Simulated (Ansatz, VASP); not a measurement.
**SiC: VASP beside Ansatz**

The input INCAR:

```
SYSTEM = SiC
PREC = Accurate ; ENCUT = 520
EDIFF = 1E-6 ; ISMEAR = 0
SIGMA = 0.01 ; LREAL = .FALSE.
LASPH = .TRUE. ; NELM = 80
ALGO = Normal ; ISIF = 2
LWAVE = .FALSE. ; LCHARG = .FALSE.
GGA = CA ; NBANDS = 16
```

KPOINTS

```
Automatic mesh
0
G
  8 8 4
  0 0 0
```

POSCAR

```
SiC
1.0
    3.0869254787      0.0000000000      0.0000000000
   -1.5434627394      2.6733558842      0.0000000000
    0.0000000000      0.0000000000      5.0050828933
Si C
2 2
Direct
    0.3333333333      0.6666666667      0.0039200161
    0.6666666667      0.3333333333      0.5039200161
    0.3333333333      0.6666666667      0.3810799839
    0.6666666667      0.3333333333      0.8810799839
```

Input for Ansatz:

```yaml
crystal:
  lattice:
    - [3.08692547872, 0.0, 0.0]
    - [-1.54346273936, 2.67335588416, 0.0]
    - [0.0, 0.0, 5.00508289329]
  atoms:
    - { symbol: Si, position: [0.333333333333, 0.666666666667, 0.003920016099] }
    - { symbol: Si, position: [0.666666666667, 0.333333333333, 0.503920016099] }
    - { symbol: C, position: [0.333333333333, 0.666666666667, 0.381079983901] }
    - { symbol: C, position: [0.666666666667, 0.333333333333, 0.881079983901] }
kpoints:
  mp_grid: { grid: [8, 8, 4] }
scf:
  occupations: { method: fixed }
  convergence: { dr2_threshold: 1.0e-10 }
hamiltonian:
  xc: lda
  pseudopotentials: { kind: all_electron, lapw: { basis_error: 0.0005 } }
output:
  forces: true
  stress: true
  eigenstates:
    kpoints:
      - [0.0, 0.0, 0.0]
      - [-0.666666667, 0.333333333, 0.0]
      - [0.5, -0.5, 0.0]
      - [0.0, 0.5, 0.0]
      - [0.5, 0.0, 0.0]
      - [0.0, 0.0, -0.5]
      - [-0.5, 0.0, -0.5]
      - [-0.5, 0.5, -0.5]
      - [0.0, -0.5, -0.5]
  eigenvalues: true
```

Change from the starting cell: film at in-plane strain +0.01.

Alike in both runs: task single point; functional LDA; k mesh 8 × 8 × 4; no spin polarisation.

```csv
,VASP,Ansatz
version,VASP 6.6.1,Ansatz 0.2.0
potentials or method,"VASP PAW LDA potentials, release 64 (Si, C), cutoff 520 eV","all-electron LAPW, scalar-relativistic"
occupations,"gaussian, width 0.01 eV",fixed
```

```tsv
	VASP	Ansatz	Ansatz less VASP
gap on the k mesh at the Fermi level (eV)	2.49	2.50	+0.014
pressure (GPa)	-3.6	-4.0	-0.40
traceless stress, the component that is largest in VASP (GPa)	4.03	4.00	-0.032
```

LDA's correlation is that of Perdew and Zunger in VASP and of Perdew and Wang (1992) in Ansatz. Ansatz ran all-electron here, and VASP with PAW potentials.
